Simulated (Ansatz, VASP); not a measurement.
**FeSi in VASP and in Ansatz**

The input INCAR:

```
SYSTEM = FeSi
ALGO = Normal
EDIFF = 1E-6
ENCUT = 600
GGA = PE
GGA_COMPAT = .False.
ISIF = 2
ISMEAR = 0
LASPH = .True.
LCHARG = .True.
LELF = .True.
LREAL = .False.
LVHAR = .True.
LWAVE = .False.
NBANDS = 34
NELM = 120
PREC = Accurate
SIGMA = 0.01
```

KPOINTS

```
k-points
0
Gamma
  6 6 6
  0 0 0
```

The input POSCAR:

```
FeSi
1.0
    4.4476624413      0.0000000000      0.0000000000
    0.0000000000      4.4476624413      0.0000000000
    0.0000000000      0.0000000000      4.4476624413
Fe Si
4 4
Direct
    0.8639842230      0.6360157770      0.3639842230
    0.6360157770      0.3639842230      0.8639842230
    0.3639842230      0.8639842230      0.6360157770
    0.1360157770      0.1360157770      0.1360157770
    0.1592730393      0.3407269607      0.6592730393
    0.3407269607      0.6592730393      0.1592730393
    0.6592730393      0.1592730393      0.3407269607
    0.8407269607      0.8407269607      0.8407269607
```

Input for Ansatz:

```yaml
crystal:
  lattice:
    - [4.4476624413, 0.0, 0.0]
    - [0.0, 4.4476624413, 0.0]
    - [0.0, 0.0, 4.4476624413]
  atoms:
    - { symbol: Fe, position: [0.863984223, 0.636015777, 0.363984223] }
    - { symbol: Fe, position: [0.636015777, 0.363984223, 0.863984223] }
    - { symbol: Fe, position: [0.363984223, 0.863984223, 0.636015777] }
    - { symbol: Fe, position: [0.136015777, 0.136015777, 0.136015777] }
    - { symbol: Si, position: [0.1592730393, 0.3407269607, 0.6592730393] }
    - { symbol: Si, position: [0.3407269607, 0.6592730393, 0.1592730393] }
    - { symbol: Si, position: [0.6592730393, 0.1592730393, 0.3407269607] }
    - { symbol: Si, position: [0.8407269607, 0.8407269607, 0.8407269607] }
kpoints:
  mp_grid: { grid: [6, 6, 6] }
hamiltonian:
  xc: pbe
scf:
  occupations: { method: fixed }
  n_extra_bands: 6
output:
  forces: true
  stress: true
  eigenvalues: true
```

Alike in both runs: task single point; functional PBE; k mesh 6 × 6 × 6; no spin polarisation.

|  | VASP | Ansatz |
| --- | --- | --- |
| version | VASP 6.6.1 | Ansatz 0.2.0 |
| potentials or method | VASP PAW PBE potentials, release 64 (Fe, Si) | plane waves, PAW |
| plane-wave cutoff (eV) | 600 | 420 |
| occupations | gaussian, width 0.01 eV | fixed |
| valence electrons in the cell | 48 | 80 |

```csv
,VASP,Ansatz,Ansatz less VASP
gap on the k mesh at the Fermi level (eV),0.17,0.18,+0.006
pressure (GPa),0.2,0.0,-0.15
rms of the force components (eV/Å),0.014,0.001,-0.0133
```

Atom by atom the forces differ by 0.014 eV/Å (rms over components). VASP's potentials hold 48 valence electrons a cell and Ansatz's 80, so a difference there can come from the potentials and not from the codes.
